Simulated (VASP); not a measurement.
Ru, 2 atoms in the cell. The structure is hexagonal, space group P6_3/mmc (No. 194). The conventional cell has a = 2.651 Å, b = 2.651 Å, c = 4.194 Å, α = 90.00°, β = 90.00°, γ = 120.00°. Within 3.4 Å of Ru (site symmetry -6m2) lie 12 Ru at 2.60 to 2.65 Å. 

| Item | Value |
| --- | --- |
| Program | VASP 6.6.1 |
| Task | single point |
| Functional | RPBE |
| Potentials or basis | VASP PAW PBE potentials, release 64 (Ru_pv) |
| Cutoff | 520 eV |
| k mesh | 11 × 11 × 6 |
| Occupations | fermi-dirac, width 0.05 eV |
| Spin | no spin polarisation |
| Dipole correction | no |
| Further INCAR settings | ALGO = Fast; EDIFF = 1e-07; NBANDS = 21 |

Potentials or basis: VASP PAW PBE potentials, release 64 (Ru_pv).

Run with:

```sh
$ cat potpaw_PBE.64/Ru_pv/POTCAR > POTCAR
$ mpirun -np 1 vasp_std > vasp.out
```

Hardware: 1 thread of Intel(R) Xeon(R) 6975P-C (Granite Rapids), with other jobs on the host.

Q: Estimate the wall time of this run.

A: It took 14 s on 1 thread of Intel(R) Xeon(R) 6975P-C (Granite Rapids), with other jobs on the host, peak memory 0.15 GiB. Counts: scf iterations 14, k points 64.
